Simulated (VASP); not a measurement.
## LiNbO3: single point with PBE

LiNbO3:

```
CELL_PARAMETERS angstrom
2.59475 1.49808 4.67149
-2.59475 1.49808 4.67149
0.00000 -2.99616 4.67149
ATOMIC_POSITIONS crystal
Li 0.28160 0.28160 0.28160
Li 0.78160 0.78160 0.78160
Nb 0.00045 0.00045 0.00045
Nb 0.50045 0.50045 0.50045
O 0.11044 0.35817 0.72115
O 0.72115 0.11044 0.35817
O 0.35817 0.72115 0.11044
O 0.22115 0.85817 0.61044
O 0.85817 0.61044 0.22115
O 0.61044 0.22115 0.85817
```

- Program: VASP 6.6.1
- Task: single point
- Functional: PBE
- Potentials or basis: VASP PAW PBE potentials, release 64 (Li_sv, Nb_sv, O)
- Cutoff: 520 eV
- k mesh: 6 × 6 × 6
- Occupations: gaussian, width 0.01 eV
- Spin: no spin polarisation

```
Largest force          : 0.024 eV/Å
Band gap on the k mesh : 3.56 eV (least direct gap 3.57 eV)
```

Forces on the atoms (eV/Å):
```
Li   0.000  0.000  0.004
Li   0.000  0.000  0.004
Nb   0.000  0.000 -0.024
Nb   0.000  0.000 -0.024
O    0.011  0.001  0.007
O   -0.006  0.009  0.007
O   -0.005 -0.010  0.007
O    0.005 -0.010  0.007
O   -0.011  0.001  0.007
O    0.006  0.009  0.007
```

Levels at points of the mesh, in eV from the valence-band top:
```
           k point  band 30  band 31  band 32  band 33  band 34  band 35  band 36  band 37  band 38  band 39
(0.00, 0.00, 0.00)    -0.70    -0.70    -0.50     0.00     0.00     3.57     3.57     4.03     5.07     5.07
(0.50, 0.00, 0.00)    -0.44    -0.30    -0.30    -0.22    -0.22     3.83     3.83     4.63     4.63     4.85
(0.50, 0.50, 0.00)    -0.99    -0.68    -0.67    -0.50    -0.19     3.65     4.09     4.53     4.58     5.14
(0.50, 0.50, 0.50)    -0.61    -0.31    -0.31    -0.31    -0.31     4.55     4.55     4.75     4.75     4.75
```

It took 100 s on 1 thread of Intel(R) Xeon(R) Platinum 8481C CPU @ 2.70GHz (Sapphire Rapids) (shared host), peak memory 0.32 GiB.

 A k mesh can miss the band edges.
